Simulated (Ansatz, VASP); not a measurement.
## One calculation of GaSb, two programs

The input INCAR:

```
SYSTEM = GaSb
PREC = Accurate ; ENCUT = 520
EDIFF = 1E-7 ; ISMEAR = -1
SIGMA = 0.02 ; LREAL = .False.
LASPH = .True. ; NELM = 60
ALGO = Normal ; ISIF = 2
LWAVE = .False. ; LCHARG = .False.
GGA = PE ; NBANDS = 16
```

The input KPOINTS:

```
regular mesh
0
Gamma
  8 8 8
  0 0 0
```

File POSCAR:

```
GaSb
1.0
    0.0000000000      3.1885139498      3.1885139498
    3.1885139498      0.0000000000      3.1885139498
    3.1885139498      3.1885139498      0.0000000000
Ga Sb
1 1
Direct
    0.0000000000      0.0000000000      0.0000000000
    0.2500000000      0.2500000000      0.2500000000
```

Input for Ansatz:

```yaml
crystal:
  lattice:
    - [0.0, 3.1885139498, 3.1885139498]
    - [3.1885139498, 0.0, 3.1885139498]
    - [3.1885139498, 3.1885139498, 0.0]
  atoms:
    - { symbol: Ga, position: [0.0, 0.0, 0.0] }
    - { symbol: Sb, position: [0.25, 0.25, 0.25] }
kpoints:
  mp_grid: { grid: [8, 8, 8] }
  band_path:
    path:
      - [0.0, 0.0, 0.0]
      - [-0.5, -0.5, 0.0]
      - [-0.375, -0.375, 0.25]
      - [-0.375, 0.0, 0.375]
      - [0.0, 0.0, 0.5]
      - [-0.5, -0.25, 0.25]
    npoints: 1
hamiltonian:
  xc: pbe
scf:
  occupations: { method: fermi_dirac, width: 0.02 }
  n_extra_bands: 4
output:
  forces: true
  stress: true
  eigenvalues: true
```

Change from the starting cell: hydrostatic strain +4.0%.

Alike in both runs: task single point; functional PBE; k mesh 8 × 8 × 8; occupations fermi-dirac, width 0.02 eV; no spin polarisation.

|  | VASP | Ansatz |
| --- | --- | --- |
| version | VASP 6.6.1 | Ansatz 0.2.0 |
| potentials or method | VASP PAW PBE potentials, release 64 (Ga_d, Sb) | plane waves, PAW |
| plane-wave cutoff (eV) | 520 | 420 |
| valence electrons in the cell | 18 | 28 |

Ansatz gave:

```
pressure (GPa) : -2.9
```

Problem. Estimate VASP's values.

Solution. Pressure (GPa): -2.8.

The functional is the same, so the differences come from potentials, cutoffs and numerics. VASP's potentials hold 18 valence electrons a cell and Ansatz's 28, so a difference there can come from the potentials and not from the codes.

Neither program's run includes spin-orbit coupling.
